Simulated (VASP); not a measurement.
# BaS (Fm-3m) in VASP: further runs

The runs below take BaS through single point, relaxation of cell and atoms, with PBEsol.

Everything below comes from runs of VASP 6.6.1. Logs are shortened: lines on timing, memory, paths and dates and some standing lists are left out, and cuts for length are marked.

## (1) The cell of the first run

The structure is cubic, space group Fm-3m (No. 225). The conventional cell has a = 6.332 Å, b = 6.332 Å, c = 6.332 Å, α = 90.00°, β = 90.00°, γ = 90.00°. Ba (site symmetry m-3m) has 6 S at 3.17 Å within 4.2 Å. Within 4.2 Å of S (site symmetry m-3m) lie 6 Ba at 3.17 Å.

## (2) Single point, PBEsol

INCAR reads:

```
SYSTEM = BaS
PREC = Accurate
ENCUT = 520
EDIFF = 1E-7
ISMEAR = 0
SIGMA = 0.02
LREAL = .False.
LASPH = .True.
NELM = 80
ALGO = Normal
ISIF = 2
LWAVE = .False.
LCHARG = .False.
GGA = PS
NBANDS = 15
```

KPOINTS reads:

```
regular mesh
0
Gamma
  8 8 8
  0 0 0
```

POSCAR reads:

```
BaS
1.0
    0.0000000000      3.1659352569      3.1659352569
    3.1659352569      0.0000000000      3.1659352569
    3.1659352569      3.1659352569      0.0000000000
Ba S
1 1
Direct
    0.0000000000      0.0000000000      0.0000000000
    0.5000000000      0.5000000000      0.5000000000
```

Potentials or basis: VASP PAW PBE potentials, release 64 (Ba_sv, S).

The run is started by

```
$ cat potpaw_PBE.64/Ba_sv/POTCAR potpaw_PBE.64/S/POTCAR > POTCAR
$ mpirun -np 1 vasp_std > vasp.out
```

OUTCAR:

```text
SYSTEM = BaS
   PREC = Accurate
   ENCUT = 520
   EDIFF = 1E-7
   ISMEAR = 0
   LREAL = .False.
   LASPH = .True.
   NELM = 80
   ISIF = 2
   GGA = PS

 ion  position               nearest neighbor table
   1  0.000  0.000  0.000-   2 3.17   2 3.17   2 3.17   2 3.17   2 3.17   2 3.17
   2  0.500  0.500  0.500-   1 3.17   1 3.17   1 3.17   1 3.17   1 3.17   1 3.17

  LATTYP: Found a face centered cubic cell.
 ALAT       =     6.3318705138

  Lattice vectors:

 A1 = (   0.0000000000,   3.1659352569,   3.1659352569)
 A2 = (   3.1659352569,   0.0000000000,   3.1659352569)
 A3 = (   3.1659352569,   3.1659352569,   0.0000000000)

Analysis of symmetry for initial positions (statically):
=====================================================================
 Subroutine PRICEL returns:
 Original cell was already a primitive cell.

 Routine SETGRP: Setting up the symmetry group for a
 face centered cubic supercell.

 Subroutine GETGRP returns: Found 48 space group operations
 (whereof 48 operations were pure point group operations)
 out of a pool of 48 trial point group operations.

The static configuration has the point symmetry O_h .

Analysis of symmetry for dynamics (positions and initial velocities):
=====================================================================
 Subroutine PRICEL returns:
 Original cell was already a primitive cell.

 Routine SETGRP: Setting up the symmetry group for a
 face centered cubic supercell.

 Subroutine GETGRP returns: Found 48 space group operations
 (whereof 48 operations were pure point group operations)
 out of a pool of 48 trial point group operations.

The dynamic configuration has the point symmetry O_h .

 Subroutine INISYM returns: Found 48 space group operations
 (whereof 48 operations are pure point group operations),
 and found     1 'primitive' translations

----------------------------------------------------------------------------------------

                                     Primitive cell

  volume of cell :      63.4653

  direct lattice vectors                    reciprocal lattice vectors
     0.000000000  3.165935257  3.165935257    -0.157931214  0.157931214  0.157931214
     3.165935257  0.000000000  3.165935257     0.157931214 -0.157931214  0.157931214
     3.165935257  3.165935257  0.000000000     0.157931214  0.157931214 -0.157931214

  length of vectors
     4.477308578  4.477308578  4.477308578     0.273544888  0.273544888  0.273544888

  position of ions in fractional coordinates (direct lattice)
     0.000000000  0.000000000  0.000000000
     0.500000000  0.500000000  0.500000000

  ion indices of the primitive-cell ions
   primitive index   ion index
                 1           1
                 2           2

----------------------------------------------------------------------------------------

 KPOINTS: regular mesh

Automatic generation of k-mesh.
 Grid dimensions read from file:
 generate k-points for:    8    8    8

 Generating k-lattice:

  Cartesian coordinates                     Fractional coordinates (reciprocal lattice)
    -0.019741402  0.019741402  0.019741402     0.125000000  0.000000000  0.000000000
     0.019741402 -0.019741402  0.019741402     0.000000000  0.125000000  0.000000000
     0.019741402  0.019741402 -0.019741402     0.000000000  0.000000000  0.125000000

  Length of vectors
     0.034193111  0.034193111  0.034193111

  Shift w.r.t. Gamma in fractional coordinates (k-lattice)
     0.000000000  0.000000000  0.000000000

 Subroutine IBZKPT returns following result:
 ===========================================

 Found     29 irreducible k-points:

 Following reciprocal coordinates:
            Coordinates               Weight
  0.000000  0.000000  0.000000      1.000000
  0.125000  0.000000  0.000000      8.000000
  0.250000  0.000000  0.000000      8.000000
  0.375000  0.000000  0.000000      8.000000
  0.500000  0.000000  0.000000      4.000000
  0.125000  0.125000  0.000000      6.000000
[... 16 lines left out ...]
  0.500000  0.250000  0.125000     48.000000
 -0.375000  0.250000  0.125000     24.000000
 [... further k-points ...]
   k-points           NKPTS =     29   k-points in BZ     NKDIM =     29   number of bands    NBANDS=     15
   number of dos      NEDOS =    301   number of ions     NIONS =      2
   total plane-waves  NPLWV =  46656
   dimension x,y,z NGX =    36 NGY =   36 NGZ =   36
   dimension x,y,z NGXF=    72 NGYF=   72 NGZF=   72
   ions per type =               1   1
   NGX,Y,Z   is equivalent  to a cutoff of  13.37, 13.37, 13.37 a.u.
   NGXF,Y,Z  is equivalent  to a cutoff of  26.73, 26.73, 26.73 a.u.
 SYSTEM =  BaS
   PREC   = accura    normal or accurate (medium, high low for compatibility)
   ISTART =      0    job   : 0-new  1-cont  2-samecut
   ICHARG =      2    charge: 1-file 2-atom 10-const
   ISPIN  =      1    spin polarized calculation?
   LNONCOLLINEAR =      F non collinear calculations
   LSORBIT =      F    spin-orbit coupling
   LASPH  =      T    aspherical Exc in radial PAW
   ENCUT  =  520.0 eV  38.22 Ry    6.18 a.u.   8.32  8.32  8.32*2*pi/ulx,y,z
   NELM   =     80;   NELMIN=  2; NELMDL= -5     # of ELM steps
   EDIFF  = 0.1E-06   stopping-criterion for ELM
   LREAL  =      F    real-space projection
   EDIFFG = 0.1E-05   stopping-criterion for IOM
   NSW    =      0    number of steps for IOM
   IBRION =     -1    ionic relax: 0-MD 1-quasi-New 2-CG
   NFREE  =      0    steps in history (QN), initial steepest desc. (CG)
   ISIF   =      2    stress and relaxation
   ISYM   =      2    0-nonsym 1-usesym 2-fastsym
   POTIM  = 0.5000    time-step for ionic-motion
   TEBEG  =    0.0;   TEEND  =   0.0 temperature during run
   PSTRESS=    0.0 pullay stress
   NELECT =      16.0000    total number of electrons
   NUPDOWN=      -1.0000    fix difference up-down
   EMIN   =  10.00;   EMAX   =-10.00  energy-range for DOS
   EFERMI =   0.00;   METHOD = LEGACY
   ISMEAR =     0;   SIGMA  =   0.02  broadening in eV -4-tet -1-fermi 0-gaus
   EFERMI_NEDOS =   21; number of points for ismear=-14 and -15
   IALGO  =     38    algorithm
   IMIX   =      4    mixing-type and parameters
     AMIX     =   0.40;   BMIX     =  1.00
     AMIX_MAG =   1.60;   BMIX_MAG =  1.00
  volume/ion in A,a.u.               =      31.73       214.14
  Fermi-wavevector in a.u.,A,eV,Ry     =   1.034196  1.954347 14.552262  1.069561
  Thomas-Fermi vector in A             =   2.168479
   LORBIT       =      0    0 simple, 1 ext, 2 COOP (PROOUT), +10 PAW based schemes
   GGA     = PS    functional components
   LHFCALC =     F    Hartree Fock is set to
   AEXX    =    0.0000 exact exchange contribution
   IVDW    =     0    specifies the selected vdW correction
   LEPSILON=     F    determine dielectric tensor
   LRPA    =     F    only Hartree local field effects (RPA)
 non-spin polarized calculation
 Gauss-broadening in eV      SIGMA  =   0.02
  energy-cutoff  :      520.00
  volume of cell :       63.47
 maximum number of plane-waves:      1727
 NGX is ok and might be reduce to    36
   NGX = 17   NGY = 17   NGZ = 17

 number of electron      15.9999999 magnetization

 Free energy of the ion-electron system (eV)
  ---------------------------------------------------
  ext. energy  EPLUGINS =         0.00000000
  ---------------------------------------------------
  free energy    TOTEN  =       -10.71726373 eV

  energy without entropy =      -10.71726373  energy(sigma->0) =      -10.71726373

 E-fermi :   1.6173     XC(G=0):  -8.9331

 val. band max:        1.4808340630   @ k =   0.0000   0.0000   0.0000
 cond. band min:       3.4139317967   @ k =   0.5000   0.5000   0.0000
 fundamental gap:      1.9330977337
 Fermi energy:         1.6173205800

 k-point     1 :       0.0000    0.0000    0.0000
  band No.  band energies     occupation
      1     -24.4744      2.00000
      2      -9.5136      2.00000
      3      -9.5136      2.00000
      4      -9.5136      2.00000
      5      -8.9133      2.00000
      6       1.4808      2.00000
      7       1.4808      2.00000
      8       1.4808      2.00000
      9       5.0167      0.00000
     10       5.2644      0.00000
     11       5.2644      0.00000
     12       5.2644      0.00000
     13       6.2466      0.00000
     14       6.2466      0.00000
     15      10.0356      0.00000

 k-point     2 :       0.1250    0.0000    0.0000
  band No.  band energies     occupation
      1     -24.4669      2.00000
      2      -9.8881      2.00000
      3      -9.5199      2.00000
      4      -9.5199      2.00000
      5      -8.5253      2.00000
      6       1.0412      2.00000
      7       1.2532      2.00000
      8       1.2532      2.00000
      9       5.2571      0.00000
     10       5.5079      0.00000
     11       5.5079      0.00000
     12       5.6503      0.00000
     13       6.7272      0.00000
     14       6.7272      0.00000
     15      10.6931      0.00000

 k-point     3 :       0.2500    0.0000    0.0000
  band No.  band energies     occupation
      1     -24.4484      2.00000
      2     -10.3635      2.00000
      3      -9.5351      2.00000
      4      -9.5351      2.00000
      5      -8.0150      2.00000
      6       0.2576      2.00000
      7       0.8082      2.00000
      8       0.8082      2.00000
      9       5.4916      0.00000
     10       6.1886      0.00000
     11       6.1886      0.00000
     12       6.8708      0.00000
     13       7.9230      0.00000
     14       7.9230      0.00000
     15      12.0726      0.00000

 k-point     4 :       0.3750    0.0000    0.0000
  band No.  band energies     occupation
      1     -24.4298      2.00000
      2     -10.6902      2.00000
      3      -9.5500      2.00000
      4      -9.5500      2.00000
      5      -7.6492      2.00000
      6      -0.3500      2.00000
      7       0.4517      2.00000
      8       0.4517      2.00000
      9       6.1234      0.00000
     10       7.1713      0.00000
     11       7.1713      0.00000
     12       7.6321      0.00000
     13       9.3922      0.00000
     14       9.3922      0.00000
     15      11.8145      0.00000
[... 307 lines left out ...]
 k-point    22 :       0.3750    0.2500    0.1250
  band No.  band energies     occupation
      1     -24.4350      2.00000
      2     -10.3863      2.00000
      3      -9.6652      2.00000
      4      -9.5684      2.00000
      5      -8.0090      2.00000
      6       0.0144      2.00000
      7       0.7426      2.00000
      8       1.1688      2.00000
      9       4.7485      0.00000
     10       6.5234      0.00000
     11       6.9677      0.00000
     12       7.5603      0.00000
     13       7.7579      0.00000
     14       9.7056      0.00000
     15      11.8368      0.00000

 k-point    23 :       0.5000    0.2500    0.1250
  band No.  band energies     occupation
      1     -24.4203      2.00000
      2     -10.5232      2.00000
      3      -9.7238      2.00000
      4      -9.6053      2.00000
      5      -7.8937      2.00000
      6      -0.0574      2.00000
      7       0.5094      2.00000
      8       0.9170      2.00000
      9       5.2601      0.00000
     10       7.0787      0.00000
     11       7.6566      0.00000
     12       7.8449      0.00000
     13       9.0263      0.00000
     14      10.3277      0.00000
     15      11.0009      0.00000

 k-point    24 :      -0.3750    0.2500    0.1250
  band No.  band energies     occupation
      1     -24.4142      2.00000
      2     -10.5769      2.00000
      3      -9.7349      2.00000
      4      -9.6330      2.00000
      5      -7.8508      2.00000
      6      -0.0879      2.00000
      7       0.5695      2.00000
      8       0.6596      2.00000
      9       6.1014      0.00000
     10       6.3073      0.00000
     11       8.2035      0.00000
     12       8.4476      0.00000
     13       9.4226      0.00000
     14      10.3368      0.00000
     15      11.0523      0.00000

 [... further k-points ...]

------------------------ aborting loop because EDIFF is reached ----------------------------------------

  FORCE on cell =-STRESS in cart. coord.  units (eV):
  Direction    XX          YY          ZZ          XY          YZ          ZX
  --------------------------------------------------------------------------------------
  -------------------------------------------------------------------------------------
  Total        0.2707923      0.2707923      0.2707923      0.0000000      0.0000000      0.0000000
  in kB        6.8361375      6.8361375      6.8361375      0.0000000      0.0000000      0.0000000
  external PRESSURE =       6.8361375 kB  Pullay stress =       0.0000000 kB

 VOLUME and BASIS-vectors are now :
 -----------------------------------------------------------------------------
  energy-cutoff  :      520.00
  volume of cell :       63.47
      direct lattice vectors                 reciprocal lattice vectors
     0.000000000  3.165935257  3.165935257    -0.157931214  0.157931214  0.157931214
     3.165935257  0.000000000  3.165935257     0.157931214 -0.157931214  0.157931214
     3.165935257  3.165935257  0.000000000     0.157931214  0.157931214 -0.157931214

 POSITION                                       TOTAL-FORCE (eV/Angst)
 -----------------------------------------------------------------------------------
      0.00000      0.00000      0.00000         0.000000      0.000000     -0.000000
      3.16594      3.16594      3.16594        -0.000000     -0.000000      0.000000
 -----------------------------------------------------------------------------------
    total drift:                                0.000000      0.000000      0.000000

  FREE ENERGIE OF THE ION-ELECTRON SYSTEM (eV)
  ---------------------------------------------------
  free  energy   TOTEN  =       -10.7172637322 eV

  energy  without entropy=      -10.7172637322  energy(sigma->0) =      -10.71726373
```

Run time: 24 s. Hardware: 1 thread of AMD EPYC 7R13 (Zen 3), shared host; peak memory 0.18 GiB.

What came out:

```
Free energy            : -10.7173 eV
Pressure               : 0.7 GPa
Band gap on the k mesh : 1.93 eV (least direct gap 2.06 eV)
```

Levels at points of the mesh, in eV from the valence-band top:
| k point | band 5 | band 6 | band 7 | band 8 | band 9 | band 10 | band 11 | band 12 |
| --- | --- | --- | --- | --- | --- | --- | --- | --- |
| (0.00, 0.00, 0.00) | -10.39 | 0.00 | 0.00 | 0.00 | 3.54 | 3.78 | 3.78 | 3.78 |
| (0.50, 0.00, 0.00) | -9.00 | -2.05 | -1.16 | -1.16 | 5.56 | 5.60 | 6.36 | 6.36 |
| (0.50, 0.50, 0.00) | -10.30 | -0.51 | -0.12 | -0.12 | 1.93 | 5.97 | 6.08 | 7.63 |

Caveat: the PAW data sets were made with another functional, which shifts forces and pressure a little; spin-orbit coupling is left out, which moves the levels of the heavy elements.

[end of part 1 of 2]
